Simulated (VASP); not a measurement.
Here is a VASP 6.6.1 calculation.

File INCAR:

```
PREC = Accurate
ENCUT = 520
EDIFF = 1E-6
ISMEAR = 0
SIGMA = 0.03
LREAL = False
LASPH = True
NELM = 80
ALGO = Normal
ISIF = 2
LWAVE = False
LCHARG = False
GGA = PE
NBANDS = 17
```

File KPOINTS:

```
Automatic mesh
0
Gamma
  10 10 10
```

File POSCAR:

```
SnTe
1.0
    0.0000000000      3.2597131673      3.2597131673
    3.2597131673      0.0000000000      3.2597131673
    3.2597131673      3.2597131673      0.0000000000
Sn Te
1 1
Direct
    0.0028694672     -0.0028694672     -0.0028694672
    0.4973304510      0.5026695490      0.5026695490
```

Potentials or basis: VASP PAW PBE potentials, release 64 (Sn_d, Te).

Command:

```bash
$ cat potpaw_PBE.64/Sn_d/POTCAR potpaw_PBE.64/Te/POTCAR > POTCAR
$ mpirun -np 1 vasp_std > vasp.out
```

Problem. Predict the pressure.

Solution. -1.9 GPa.

Problem. What does it give for the largest force?

Solution. 0.024 eV/Å.

Problem. Estimate the band gap on the k mesh.

Solution. 0.20 eV.

Forces on the atoms (eV/Å):
```
Sn  -0.024  0.000  0.000
Te   0.024  0.000  0.000
```

Caveat: the cell differs from its parent crystal (atoms displaced along a vibrational mode, the cell strained); semilocal functionals underestimate gaps, and a narrow one can read as zero; spin-orbit coupling is left out, which moves the levels of the heavy elements. A k mesh can miss the band edges.
